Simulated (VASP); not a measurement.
# VSi15 (F-43m) in VASP: single point with PBEsol+U

Aim: the single point of VSi15 with PBEsol+U.

Everything below comes from runs of VASP 6.6.1. Logs are shortened: lines on timing, memory, paths and dates and some standing lists are left out, and cuts for length are marked.

## (1) The cell of the first run

The structure is cubic, space group F-43m (No. 216). The conventional cell has a = 10.874 Å, b = 10.874 Å, c = 10.874 Å, α = 90.00°, β = 90.00°, γ = 90.00°. V (site symmetry -43m) has 4 Si at 2.45 Å within 3.2 Å. Within 3.1 Å of Si (site symmetry 2mm) lie 4 Si at 2.33 to 2.35 Å. Within 3.1 Å of Si (site symmetry -43m) lie 4 Si at 2.35 Å. Within 3.1 Å of Si (site symmetry 3m) lie 3 Si at 2.33 Å and 1 V at 2.45 Å. Within 3.1 Å of Si (site symmetry 3m) lie 4 Si at 2.35 Å.

## (2) Single point, PBEsol+U, collinear spin

File INCAR:

```
SYSTEM = VSi15
PREC = Accurate ; ENCUT = 530
EDIFF = 1E-6 ; ISMEAR = 0
SIGMA = 0.05 ; LREAL = .False.
LASPH = .True. ; NELM = 300
ALGO = All ; ISIF = 2
LWAVE = .False. ; LCHARG = .False.
ISPIN = 2 ; MAGMOM = 1.83 0 -0.01 -0.01 -0.01 -0.01 0 0 -0.1 -0.1 -0.1 0 -0.1 0 0 0
LORBIT = 11 ; LMAXMIX = 4
LDAU = .True. ; LDAUTYPE = 2
LDAUL = 2 -1 ; LDAUU = 3 0
LDAUJ = 0 0 ; LDAUPRINT = 1
GGA = PS ; NBANDS = 54
GGA_COMPAT = .False. ; ISEARCH = 1
KPAR = 4
```

File KPOINTS:

```
regular mesh
0
Gamma
  3 3 3
  0 0 0
```

File POSCAR:

```
VSi15
1.0
    0.0000000000      5.4370000000      5.4370000000
    5.4370000000      0.0000000000      5.4370000000
    5.4370000000      5.4370000000      0.0000000000
V Si
1 15
Direct
    0.0000000000      1.0000000000      0.0000000000
    0.9989704830      0.9989704830      0.5010295170
    0.9989704830      0.5010295170      0.9989704830
    0.9989704830      0.5010295170      0.5010295170
    0.5010295170      0.9989704830      0.9989704830
    0.5010295170      0.9989704830      0.5010295170
    0.5010295170      0.5010295170      0.9989704830
    0.5000000000      0.5000000000      0.5000000000
    0.1302364601      0.1302364601      0.1302364601
    0.1302364601      0.1302364601      0.6092906198
    0.1302364601      0.6092906198      0.1302364601
    0.1259483344      0.6246838885      0.6246838885
    0.6092906198      0.1302364601      0.1302364601
    0.6246838885      0.1259483344      0.6246838885
    0.6246838885      0.6246838885      0.1259483344
    0.6246838885      0.6246838885      0.6246838885
```

Potentials or basis: VASP PAW PBE potentials, release 64 (V_sv, Si).

Started as:

```sh
$ cat potpaw_PBE.64/V_sv/POTCAR potpaw_PBE.64/Si/POTCAR > POTCAR
$ mpirun -np 4 vasp_std > vasp.out
```

OUTCAR:

```text
SYSTEM = VSi15
   PREC = Accurate
   ENCUT = 530
   EDIFF = 1E-6
   ISMEAR = 0
   LREAL = .False.
   LASPH = .True.
   NELM = 300
   ISIF = 2
   ISPIN = 2
   LORBIT = 11
   GGA = PS

 ion  position               nearest neighbor table
   1  0.000  0.000  0.000-  10 2.45  11 2.45  13 2.45   9 2.45
   2  0.999  0.999  0.501-   9 2.33  10 2.33  12 2.35  14 2.35
   3  0.999  0.501  0.999-   9 2.33  11 2.33  12 2.35  15 2.35
   4  0.999  0.501  0.501-  10 2.33  11 2.33  12 2.35  16 2.35
   5  0.501  0.999  0.999-   9 2.33  13 2.33  14 2.35  15 2.35
   6  0.501  0.999  0.501-  10 2.33  13 2.33  14 2.35  16 2.35
[... 8 lines left out ...]
  15  0.625  0.625  0.126-   8 2.35   7 2.35   3 2.35   5 2.35
  16  0.625  0.625  0.625-   8 2.35   6 2.35   7 2.35   4 2.35

  LATTYP: Found a face centered cubic cell.
 ALAT       =    10.8740000000

  Lattice vectors:

 A1 = (   0.0000000000,   5.4370000000,   5.4370000000)
 A2 = (   5.4370000000,   0.0000000000,   5.4370000000)
 A3 = (   5.4370000000,   5.4370000000,   0.0000000000)

Analysis of symmetry for initial positions (statically):
=====================================================================
 Subroutine PRICEL returns:
 Original cell was already a primitive cell.

 Routine SETGRP: Setting up the symmetry group for a
 face centered cubic supercell.

 Subroutine GETGRP returns: Found 24 space group operations
 (whereof 24 operations were pure point group operations)
 out of a pool of 48 trial point group operations.

The static configuration has the point symmetry T_d .

Analysis of symmetry for dynamics (positions and initial velocities):
=====================================================================
 Subroutine PRICEL returns:
 Original cell was already a primitive cell.

 Routine SETGRP: Setting up the symmetry group for a
 face centered cubic supercell.

 Subroutine GETGRP returns: Found 24 space group operations
 (whereof 24 operations were pure point group operations)
 out of a pool of 48 trial point group operations.

The dynamic configuration has the point symmetry T_d .

Analysis of structural, dynamic, and magnetic symmetry:
=====================================================================
 Subroutine PRICEL returns:
 Original cell was already a primitive cell.

 Routine SETGRP: Setting up the symmetry group for a
 face centered cubic supercell.

 Subroutine GETGRP returns: Found  8 space group operations
 (whereof  8 operations were pure point group operations)
 out of a pool of 48 trial point group operations.

The overall configuration has the point symmetry D_2d.

[... 189 lines left out ...]
  free energy    TOTEN  =       -90.16501383 eV

  energy without entropy =      -90.15162356  energy(sigma->0) =      -90.15831869

 E-fermi :   5.8703     XC(G=0):  -9.6086

 val. band max:        5.8560193601   @ k =   0.0000   0.3333   0.3333
 cond. band min:       5.8868437078   @ k =   0.3333   0.0000   0.0000
 fundamental gap:      0.0308243476
 Fermi energy:         5.8702809221

 spin component 1

 k-point     1 :       0.0000    0.0000    0.0000
  band No.  band energies     occupation
      1     -58.5519      1.00000
      2     -32.5592      1.00000
      3     -32.5592      1.00000
      4     -32.5591      1.00000
      5      -6.1535      1.00000
      6      -3.9519      1.00000
[... 295 lines left out ...]
     47       9.0165      0.00000
     48       9.1281      0.00000
 Fermi energy:         5.8702809221

 spin component 2

 k-point     1 :       0.0000    0.0000    0.0000
  band No.  band energies     occupation
      1     -56.1841      1.00000
      2     -30.2030      1.00000
      3     -30.2030      1.00000
      4     -30.2030      1.00000
      5      -6.1352      1.00000
      6      -3.9300      1.00000
[... 295 lines left out ...]
     47       9.0454      0.00000
     48       9.1912      0.00000
 [bands above 48 left out]

------------------------ aborting loop because EDIFF is reached ----------------------------------------

  FORCE on cell =-STRESS in cart. coord.  units (eV):
  Direction    XX          YY          ZZ          XY          YZ          ZX
  --------------------------------------------------------------------------------------
  -------------------------------------------------------------------------------------
  Total        4.0262839      4.0262839      4.0264068      0.0000000      0.0000000     -0.0000000
  in kB       20.0681333     20.0681333     20.0687463      0.0000000      0.0000000     -0.0000000
  external PRESSURE =      20.0683377 kB  Pullay stress =       0.0000000 kB

 VOLUME and BASIS-vectors are now :
 -----------------------------------------------------------------------------
  energy-cutoff  :      530.00
  volume of cell :      321.45
      direct lattice vectors                 reciprocal lattice vectors
     0.000000000  5.437000000  5.437000000    -0.091962479  0.091962479  0.091962479
     5.437000000  0.000000000  5.437000000     0.091962479 -0.091962479  0.091962479
     5.437000000  5.437000000  0.000000000     0.091962479  0.091962479 -0.091962479

 POSITION                                       TOTAL-FORCE (eV/Angst)
 -----------------------------------------------------------------------------------
      0.00000      0.00000      0.00000        -0.000000     -0.000000     -0.000000
      8.15550      8.15550     10.86281        -0.000000     -0.000000     -0.006025
      8.15550     10.86281      8.15550        -0.000000     -0.006028     -0.000000
      5.44819      8.15550      8.15550         0.006028     -0.000000     -0.000000
     10.86281      8.15550      8.15550        -0.006028     -0.000000     -0.000000
      8.15550      5.44819      8.15550        -0.000000      0.006028     -0.000000
[... 8 lines left out ...]
      4.08119      4.08119      6.79281         0.004604      0.004604     -0.004510
      6.79281      6.79281      6.79281        -0.004604     -0.004604     -0.004510
 -----------------------------------------------------------------------------------
    total drift:                                0.000000      0.000000      0.000000

  FREE ENERGIE OF THE ION-ELECTRON SYSTEM (eV)
  ---------------------------------------------------
  free  energy   TOTEN  =       -90.1650138284 eV

  energy  without entropy=      -90.1516268198  energy(sigma->0) =      -90.15832032

 total charge

# of ion       s       p       d       tot
------------------------------------------
    1        2.309   6.131   3.081  11.521
    2        0.753   0.938   0.000   1.691
    3        0.753   0.938   0.000   1.691
    4        0.753   0.938   0.000   1.691
    5        0.753   0.938   0.000   1.691
    6        0.753   0.938   0.000   1.691
[... 8 lines left out ...]
   15        0.752   0.938   0.000   1.690
   16        0.752   0.938   0.000   1.690
--------------------------------------------------
tot         13.689  20.223   3.081  36.993

 magnetization (x)

# of ion       s       p       d       tot
------------------------------------------
    1        0.032   0.011   2.481   2.523
    2        0.002   0.010   0.000   0.012
    3        0.002   0.010   0.000   0.012
    4        0.002   0.010   0.000   0.012
    5        0.002   0.010   0.000   0.012
    6        0.002   0.010   0.000   0.012
[... 8 lines left out ...]
   15       -0.002   0.004   0.000   0.002
   16       -0.002   0.004   0.000   0.002
--------------------------------------------------
tot          0.002   0.121   2.481   2.604
```

stdout:

```text
POSCAR found type information on POSCAR V Si
 POSCAR found :  2 types and      16 ions
 scaLAPACK will be used
 -----------------------------------------------------------------------------
|                                                                             |
[... 99 lines left out ...]
 gam= 0.999 trial= 0.122  step=  0.0843 mean=  0.1219
 gam= 0.628 g(H,U,f)=  0.847E-01 0.255E-01 0.279E-03 ort(H,U,f) =-0.331E-01 0.281E-01 0.350E-02
 gam= 0.628 trial= 0.118  step=  0.0760 mean=  0.1182
 gam= 0.622 g(H,U,f)=  0.583E-01 0.103E-01 0.397E-04 ort(H,U,f) =-0.846E-02 0.841E-02 0.434E-03
 gam= 0.622 trial= 0.114  step=  0.0872 mean=  0.1139
 gam= 0.936 g(H,U,f)=  0.496E-01 0.146E-01 0.999E-04 ort(H
```

Run time: 4.6 min. Hardware: 4 MPI ranks of Intel Xeon 6975P-C (Granite Rapids), shared host; peak memory 0.86 GiB.

What came out:

```
Free energy                                           : -90.1650 eV
Pressure                                              : 2.0 GPa
Largest force                                         : 0.030 eV/Å
Band gap on the k mesh                                : zero (filled and empty bands overlap)
Net moment                                            : 3.00 μB per cell
Site moments                                          : V +2.52; Si +0.01, +0.00, -0.00 (each value once) μB
Valence electrons inside the program's atomic spheres : V 11.52; Si 1.69, 1.72 (each value once)
```

Forces on the atoms (eV/Å):
```
V    0.000  0.000  0.000
Si   0.000  0.000 -0.006
Si   0.000 -0.006  0.000
Si   0.006  0.000  0.000
Si  -0.006  0.000  0.000
Si   0.000  0.006  0.000
Si   0.000  0.000  0.006
Si   0.000  0.000  0.000
Si  -0.017 -0.017 -0.017
Si   0.017  0.017 -0.017
Si   0.017 -0.017  0.017
Si  -0.005  0.005  0.005
Si  -0.017  0.017  0.017
Si   0.005 -0.005  0.005
Si   0.005  0.005 -0.005
Si  -0.005 -0.005 -0.005
```

Eigenvalues of the final occupation matrices:
| site | spin | trace | eigenvalues |
| --- | --- | --- | --- |
| site 1 d | 1 | 2.80 | 0.41 0.41 0.41 0.79 0.79 |
| site 1 d | 2 | 0.30 | 0.02 0.02 0.09 0.09 0.09 |

Caveat: the PAW data sets were made with another functional, which shifts forces and pressure a little; the U is typed as a test and isn't derived for this compound.

The gap in the log of VASP goes by the Fermi energy; the results here count the filled bands.